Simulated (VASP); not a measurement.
# RbCaH3 (Pm-3m) in VASP: a series of runs, part 2 of 2

VASP 6.6.1. The steps go on from the part before.

### 4 Relaxation of cell and atoms, LDA

This run uses another cell than the first one, of 18.80 Å³/atom, 1.262 times its volume.

File INCAR:

```
SYSTEM = RbCaH3
PREC = Accurate
ENCUT = 600
EDIFF = 1E-7
ISMEAR = 0
SIGMA = 0.01
LREAL = .False.
LASPH = .True.
NELM = 60
ALGO = Normal
ISIF = 3
LWAVE = .False.
LCHARG = .False.
IBRION = 2
NSW = 80
EDIFFG = -0.01
```

File KPOINTS:

```
Automatic mesh
0
Gamma
  4 4 4
  0 0 0
```

File POSCAR:

```
RbCaH3
1.0
    4.5470000000      0.0000000000      0.0000000000
    0.0000000000      4.5470000000      0.0000000000
    0.0000000000      0.0000000000      4.5470000000
Rb Ca H
1 1 3
Direct
    0.0000000000      0.0000000000      0.0000000000
    0.5000000000      0.5000000000      0.5000000000
    0.0000000000      0.5000000000      0.5000000000
    0.5000000000      0.0000000000      0.5000000000
    0.5000000000      0.5000000000      0.0000000000
```

Potentials or basis: VASP PAW LDA potentials, release 64 (Rb_sv, Ca_sv, H).

Run with:

```
cat potpaw_LDA.64/Rb_sv/POTCAR potpaw_LDA.64/Ca_sv/POTCAR potpaw_LDA.64/H/POTCAR > POTCAR
mpirun -np 1 vasp_std > vasp.out
```

OUTCAR:

```text
SYSTEM = RbCaH3
   PREC = Accurate
   ENCUT = 600
   EDIFF = 1E-7
   ISMEAR = 0
   LREAL = .False.
   LASPH = .True.
   NELM = 60
   ISIF = 3
   IBRION = 2
   NSW = 80
   EDIFFG = -0.01

 ion  position               nearest neighbor table
   1  0.000  0.000  0.000-   3 3.22   4 3.22   5 3.22   3 3.22   4 3.22   3 3.22   5 3.22   3 3.22
                             4 3.22   5 3.22   4 3.22   5 3.22   2 3.94   2 3.94   2 3.94   2 3.94
   2  0.500  0.500  0.500-   1 3.94   1 3.94   1 3.94   1 3.94   1 3.94   1 3.94   1 3.94   1 3.94

   3  0.000  0.500  0.500-   1 3.22   1 3.22   1 3.22   1 3.22
   4  0.500  0.000  0.500-   1 3.22   1 3.22   1 3.22   1 3.22
   5  0.500  0.500  0.000-   1 3.22   1 3.22   1 3.22   1 3.22

  LATTYP: Found a simple cubic cell.
 ALAT       =     4.5470000000

  Lattice vectors:

[... 178 lines left out ...]
  Total       -1.3674955     -1.3674955     -1.3674955      0.0000000      0.0000000     -0.0000000
  in kB      -23.3056715    -23.3056715    -23.3056715      0.0000000      0.0000000     -0.0000000
  external PRESSURE =     -23.3056715 kB  Pullay stress =       0.0000000 kB
[... 104 lines left out ...]
--------------------------------------- Ionic step        4  -------------------------------------------

 number of electron      22.0000002 magnetization

 Free energy of the ion-electron system (eV)
  ---------------------------------------------------
  ext. energy  EPLUGINS =         0.00000000
  ---------------------------------------------------
  free energy    TOTEN  =       -15.87927391 eV

  energy without entropy =      -15.87927391  energy(sigma->0) =      -15.87927391

 E-fermi :  -0.9336     XC(G=0):  -8.5525

 val. band max:       -1.0278249130   @ k =   0.5000   0.5000   0.0000
 cond. band min:       1.7960432266   @ k =   0.5000   0.5000   0.0000
 fundamental gap:      2.8238681396
 Fermi energy:        -0.9335929386

 k-point     1 :       0.0000    0.0000    0.0000
  band No.  band energies     occupation
      1     -38.9183      2.00000
      2     -26.1795      2.00000
      3     -20.2562      2.00000
      4     -20.2562      2.00000
      5     -20.2562      2.00000
      6     -10.3016      2.00000
      7     -10.3016      2.00000
      8     -10.3016      2.00000
      9      -4.1114      2.00000
     10      -1.6307      2.00000
     11      -1.6307      2.00000
     12       4.9930      0.00000
     13       4.9930      0.00000
     14       4.9930      0.00000
[... 193 lines left out ...]
  FREE ENERGIE OF THE ION-ELECTRON SYSTEM (eV)
  ---------------------------------------------------
  free  energy   TOTEN  =       -15.8792739145 eV

  energy  without entropy=      -15.8792739145  energy(sigma->0) =      -15.87927391

 reached required accuracy - stopping structural energy minimisation
```

CONTCAR:

```text
RbCaH3
   1.00000000000000
     4.4035576196397344    0.0000000000000000   -0.0000000000000000
     0.0000000000000000    4.4035576196397344   -0.0000000000000000
    -0.0000000000000000    0.0000000000000000    4.4035576196397344
  Rb              Ca              H
     1     1     3
Direct
     0.0000000000000000    0.0000000000000000    0.0000000000000000
     0.5000000000000000    0.5000000000000000    0.5000000000000000
     0.0000000000000000    0.5000000000000000    0.5000000000000000
     0.5000000000000000    0.0000000000000000    0.5000000000000000
     0.5000000000000000    0.5000000000000000    0.0000000000000000

  0.00000000E+00  0.00000000E+00  0.00000000E+00
  0.00000000E+00  0.00000000E+00  0.00000000E+00
  0.00000000E+00  0.00000000E+00  0.00000000E+00
  0.00000000E+00  0.00000000E+00  0.00000000E+00
  0.00000000E+00  0.00000000E+00  0.00000000E+00
```

Wall time 47 s (1 thread of Intel Xeon Platinum 8259CL at 2.50GHz (Skylake/Cascade Lake), shared host); peak memory 0.19 GiB.

Results:

```yaml
Free_energy: -15.8793 eV
Relaxed_volume: 17.08 Å³/atom
Relaxed_cell: a = 4.404 Å, b = 4.404 Å, c = 4.404 Å, α = 90.00°, β = 90.00°, γ = 90.00°
Space_group_after_relaxing_to_0.05_Å: Pm-3m (No. 221)
Energy_gained_by_relaxing: 13.5 meV/atom
Ionic_steps: 4
Pressure_after_relaxing: 0.0 GPa
Band_gap_on_the_k_mesh: 2.82 eV, direct
```

Step by step:
| step | energy change (eV) | largest force (eV/Å) | pressure (GPa) | volume (Å³) |
| --- | --- | --- | --- | --- |
| 1 | 0.0000 | 0.0000 | -2.33 | 94.01 |
| 2 | -0.0438 | 0.0000 | -1.47 | 90.34 |
| 3 | -0.0671 | 0.0000 | -0.18 | 85.97 |
| 4 | -0.0674 | 0.0000 | 0.01 | 85.39 |

Final structure:
```
Rb Ca H
1.0
     4.40356    0.00000    0.00000
     0.00000    4.40356    0.00000
     0.00000    0.00000    4.40356
Rb Ca H
1 1 3
Direct
  0.00000 0.00000 0.00000
  0.50000 0.50000 0.50000
  0.00000 0.50000 0.50000
  0.50000 0.00000 0.50000
  0.50000 0.50000 0.00000
```

A k mesh can miss the band edges. LDA usually gives volumes a few per cent too small.

### 5 Relaxation of cell and atoms, LDA, target pressure 5 GPa, at which the enthalpy is minimised

This run uses another cell than the first one, of 18.80 Å³/atom, 1.262 times its volume.

File INCAR:

```
ALGO = Normal
EDIFF = 1E-6
EDIFFG = -0.01
ENCUT = 600
GGA = CA
IBRION = 2
ISIF = 3
ISMEAR = 0
LASPH = T
LCHARG = F
LREAL = F
LWAVE = F
NELM = 80
NSW = 80
PREC = Accurate
PSTRESS = 50.0
SIGMA = 0.01
```

File KPOINTS:

```
k-points
0
Gamma
  4 4 4
```

POSCAR is that of step 4.

Potentials or basis: VASP PAW LDA potentials, release 64 (Rb_sv, Ca_sv, H).

Run with:

```
cat potpaw_LDA.64/Rb_sv/POTCAR potpaw_LDA.64/Ca_sv/POTCAR potpaw_LDA.64/H/POTCAR > POTCAR
mpirun -np 1 vasp_std > vasp.out
```

OUTCAR:

```text
EDIFF = 1E-6
   EDIFFG = -0.01
   ENCUT = 600
   GGA = CA
   IBRION = 2
   ISIF = 3
   ISMEAR = 0
   LASPH = T
   LREAL = F
   NELM = 80
   NSW = 80
   PREC = Accurate
   PSTRESS = 50.0

 ion  position               nearest neighbor table
   1  0.000  0.000  0.000-   3 3.22   4 3.22   5 3.22   3 3.22   4 3.22   3 3.22   5 3.22   3 3.22
                             4 3.22   5 3.22   4 3.22   5 3.22   2 3.94   2 3.94   2 3.94   2 3.94
   2  0.500  0.500  0.500-   1 3.94   1 3.94   1 3.94   1 3.94   1 3.94   1 3.94   1 3.94   1 3.94

   3  0.000  0.500  0.500-   1 3.22   1 3.22   1 3.22   1 3.22
   4  0.500  0.000  0.500-   1 3.22   1 3.22   1 3.22   1 3.22
   5  0.500  0.500  0.000-   1 3.22   1 3.22   1 3.22   1 3.22

  LATTYP: Found a simple cubic cell.
 ALAT       =     4.5470000000

  Lattice vectors:

 A1 = (   4.5470000000,   0.0000000000,   0.0000000000)
 A2 = (   0.0000000000,   4.5470000000,   0.0000000000)
 A3 = (   0.0000000000,   0.0000000000,   4.5470000000)

Analysis of symmetry for initial positions (statically):
=====================================================================
 Subroutine PRICEL returns:
 Original cell was already a primitive cell.

[... 152 lines left out ...]

 number of electron      22.0000000 magnetization

 Free energy of the ion-electron system (eV)
  ---------------------------------------------------
  ext. energy  EPLUGINS =         0.00000000
  ---------------------------------------------------
  free energy    TOTEN  =       -15.81190218 eV

  energy without entropy =      -15.81190218  energy(sigma->0) =      -15.81190218

------------------------ aborting loop because EDIFF is reached ----------------------------------------

  FORCE on cell =-STRESS in cart. coord.  units (eV):
  Direction    XX          YY          ZZ          XY          YZ          ZX
  --------------------------------------------------------------------------------------
  -------------------------------------------------------------------------------------
  Total       -1.3682623     -1.3682623     -1.3682623      0.0000000     -0.0000000     -0.0000000
  in kB      -23.3187394    -23.3187394    -23.3187394      0.0000000     -0.0000000     -0.0000000
  external PRESSURE =     -73.3187394 kB  Pullay stress =      50.0000000 kB
[... 151 lines left out ...]
--------------------------------------- Ionic step        5  -------------------------------------------

 number of electron      21.9999998 magnetization

 Free energy of the ion-electron system (eV)
  ---------------------------------------------------
  ext. energy  EPLUGINS =         0.00000000
  ---------------------------------------------------
  free energy    TOTEN  =       -15.73251991 eV

  energy without entropy =      -15.73251991  energy(sigma->0) =      -15.73251991

 E-fermi :  -0.1966     XC(G=0):  -9.0569

 val. band max:       -0.3424839185   @ k =   0.5000   0.5000   0.0000
 cond. band min:       2.2627042627   @ k =   0.5000   0.5000   0.0000
 fundamental gap:      2.6051881812
 Fermi energy:        -0.1965828112

 k-point     1 :       0.0000    0.0000    0.0000
  band No.  band energies     occupation
      1     -37.9957      2.00000
      2     -25.5538      2.00000
      3     -19.3660      2.00000
      4     -19.3660      2.00000
      5     -19.3660      2.00000
      6      -9.6612      2.00000
      7      -9.6612      2.00000
      8      -9.6612      2.00000
      9      -3.8501      2.00000
     10      -1.3589      2.00000
     11      -1.3589      2.00000
     12       5.7720      0.00000
     13       5.7720      0.00000
     14       5.7720      0.00000
[... 197 lines left out ...]
  energy  without entropy=      -15.7325199094  energy(sigma->0) =      -15.73251991

  enthalpy is  TOTEN    =       -13.3975773545 eV   P V=        2.3349425549

 reached required accuracy - stopping structural energy minimisation
```

OSZICAR:

```text
N       E                     dE             d eps       ncg     rms          rms(c)
DAV:   1     0.152263218360E+03    0.15226E+03   -0.11313E+04   300   0.146E+03
DAV:   2    -0.736659992766E+01   -0.15963E+03   -0.15704E+03   356   0.312E+02
DAV:   3    -0.171797655778E+02   -0.98132E+01   -0.98052E+01   578   0.701E+01
[... 51 lines left out ...]
DAV:   2    -0.157332001127E+02    0.19830E-02   -0.70976E-03   418   0.773E-01    0.166E-01
DAV:   3    -0.157325113664E+02    0.68875E-03   -0.49913E-03   506   0.563E-01    0.598E-02
DAV:   4    -0.157324917307E+02    0.19636E-04   -0.31441E-04   335   0.162E-01    0.253E-02
DAV:   5    -0.157325191620E+02   -0.27431E-04   -0.47291E-05   393   0.538E-02    0.740E-03
DAV:   6    -0.157325199094E+02   -0.74736E-06   -0.17694E-06   313   0.787E-03
   5 F= -.13397577E+02 E0= -.13397577E+02  d E =-.519501E+00
```

Run time: 52 s. Hardware: 1 thread of Intel Xeon Platinum 8259CL at 2.50GHz (Skylake/Cascade Lake), shared host; peak memory 0.19 GiB.

What came out:

- Free energy: -15.7325 eV
- Relaxed volume: 14.96 Å³/atom
- Relaxed cell: a = 4.214 Å, b = 4.214 Å, c = 4.214 Å, α = 90.00°, β = 90.00°, γ = 90.00°
- Space group after relaxing (to 0.05 Å): Pm-3m (No. 221)
- Energy change on relaxing (the enthalpy is what falls): +15.9 meV/atom
- Ionic steps: 5
- Pressure after relaxing: 4.9 GPa
- Band gap on the k mesh: 2.61 eV, direct

Step by step:
| step | energy change (eV) | largest force (eV/Å) | pressure (GPa) | volume (Å³) |
| --- | --- | --- | --- | --- |
| 1 | 0.0000 | 0.0000 | -2.33 | 94.01 |
| 2 | -0.0596 | 0.0000 | 0.99 | 82.78 |
| 3 | 0.0420 | 0.0000 | 4.09 | 76.14 |
| 4 | 0.0908 | 0.0000 | 5.15 | 74.46 |
| 5 | 0.0794 | 0.0000 | 4.93 | 74.82 |

Final structure:
```
CELL_PARAMETERS angstrom
4.21378 0.00000 0.00000
0.00000 4.21378 0.00000
0.00000 0.00000 4.21378
ATOMIC_POSITIONS crystal
Rb 0.00000 0.00000 0.00000
Ca 0.50000 0.50000 0.50000
H 0.00000 0.50000 0.50000
H 0.50000 0.00000 0.50000
H 0.50000 0.50000 0.00000
```

Caveat: the cell is relaxed towards a set pressure, so the enthalpy falls and the energy may rise; the volume moved by over 15 % at a fixed basis, so the end points are rough.

### 6 The runs side by side

```csv
task,cell,cutoff (eV),gap on the mesh (eV),pressure (GPa)
single point,"a = 4.207 Å, 5 atoms",520,2.60,5.1
single point,"a = 4.398 Å, 5 atoms",520,2.82,0.0
relaxation of cell and atoms,"relaxed from a = 4.547 Å, 5 atoms",600,2.82,0.0
relaxation of cell and atoms,"relaxed to 5 GPa from a = 4.547 Å, 5 atoms",600,2.61,4.9
```

Alike in all rows: level LDA; potentials or basis VASP PAW LDA potentials, release 64 (Rb_sv, Ca_sv, H); no spin polarisation; k mesh 4 × 4 × 4; smearing gaussian 0.01 eV.

Caveats: the cell is relaxed towards a set pressure, so the enthalpy falls and the energy may rise (some runs); the volume moved by over 15 % at a fixed basis, so the end points are rough (some runs).

Absolute energies hang on the potentials; compare differences alone.
